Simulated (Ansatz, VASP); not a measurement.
Be in VASP and in Ansatz

```
CELL_PARAMETERS angstrom
0.00000 2.58143 2.58143
2.58143 0.00000 2.58143
2.58143 2.58143 0.00000
ATOMIC_POSITIONS crystal
Be 0.12500 0.12500 0.12500
Be 0.87500 0.87500 0.87500
```

Alike in both runs: task single point; functional BLYP; k mesh 12 × 12 × 12; occupations fermi-dirac, width 0.1 eV; no spin polarisation.

|  | VASP | Ansatz |
| --- | --- | --- |
| version | VASP 6.6.1 | Ansatz 0.2.0 |
| potentials or method | VASP PAW PBE potentials, release 64 (Be), cutoff 520 eV | plane waves (420 eV) with PAW, scalar-relativistic |
| valence electrons in the cell | 4 | 4 |

```tsv
	VASP	Ansatz	Ansatz less VASP
pressure (GPa)	-3.6	-3.6	-0.01
```

VASP's potentials were made for PBE, not for BLYP.
